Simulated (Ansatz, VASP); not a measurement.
TaAl2ZnN4 in VASP and in Ansatz

File INCAR:

```
ALGO = Normal
EDIFF = 1E-6
EDIFFG = -0.04
ENCUT = 600
GGA = PE
IBRION = 2
ISIF = 3
ISMEAR = 0
LASPH = True
LCHARG = False
LREAL = False
LWAVE = False
NELM = 60
NSW = 90
PREC = Accurate
SIGMA = 0.1
```

File KPOINTS:

```
k-points
0
Gamma
  4 4 4
```

The input POSCAR:

```
TaAl2ZnN4
1.0
    4.0615612000      0.0000000000      0.0000000000
    0.0000000000      4.0615612000      0.0000000000
    0.0000000000      0.0000000000      5.1534589500
Ta Al Zn N
1 2 1 4
Direct
    0.5000000000      0.5000000000      0.0000000000
    0.0000000000      0.0000000000      0.7500000000
    0.0000000000      0.0000000000      0.2500000000
    0.5000000000      0.5000000000      0.5000000000
    0.5000000000      0.0000000000      0.7500000000
    0.0000000000      0.5000000000      0.7500000000
    0.5000000000      0.0000000000      0.2500000000
    0.0000000000      0.5000000000      0.2500000000
```

Input for Ansatz:

```yaml
crystal:
  lattice:
    - [4.0615612, 0.0, 0.0]
    - [0.0, 4.0615612, 0.0]
    - [0.0, 0.0, 5.15345895]
  atoms:
    - { symbol: Ta, position: [0.5, 0.5, 0.0] }
    - { symbol: Al, position: [0.0, 0.0, 0.75] }
    - { symbol: Al, position: [0.0, 0.0, 0.25] }
    - { symbol: Zn, position: [0.5, 0.5, 0.5] }
    - { symbol: "N", position: [0.5, 0.0, 0.75] }
    - { symbol: "N", position: [0.0, 0.5, 0.75] }
    - { symbol: "N", position: [0.5, 0.0, 0.25] }
    - { symbol: "N", position: [0.0, 0.5, 0.25] }
basis:
  ecutwfc: 420
kpoints:
  mp_grid: { grid: [4, 4, 4] }
hamiltonian:
  xc: pbe
scf:
  occupations: { method: gaussian, width: 0.1 }
  lower_state_search: "off"
output:
  forces: true
  stress: true
  eigenvalues: true
relax:
  adjacent_minimum: "off"
  f_tol: 0.04
  max_steps: 70
  cell: { stress_tol: 0.4 }
```

Alike in both runs: task relaxation of cell and atoms; functional PBE; k mesh 4 × 4 × 4; occupations gaussian, width 0.1 eV; no spin polarisation.

|  | VASP | Ansatz |
| --- | --- | --- |
| version | VASP 6.6.1 | Ansatz 0.2.0 |
| potentials or method | VASP PAW PBE potentials, release 64 (Ta_pv, Al, Zn, N), cutoff 600 eV | scalar-relativistic, plane waves, PAW |
| valence electrons in the cell | 49 | 51 |

VASP gave:

- gap on the k mesh at the Fermi level, each at its own relaxed structure (eV): none
- relaxed volume (Å³/atom): 10.62
- relaxed length of the cell vector where the two differ most in proportion (Å): 6.067

**Question.** Which values does Ansatz return?

**Answer.** gap on the k mesh at the Fermi level, each at its own relaxed structure (eV): none; relaxed volume (Å³/atom): 10.62; relaxed length of the cell vector where the two differ most in proportion (Å): 6.061.

A gap of «none» marks a metal or a gap that the smearing closes. VASP's potentials hold 49 valence electrons a cell and Ansatz's 51, so a difference there can come from the potentials and not from the codes.

The k mesh is coarse, so the values compare programs but aren't converged. Spin-orbit coupling is off throughout.
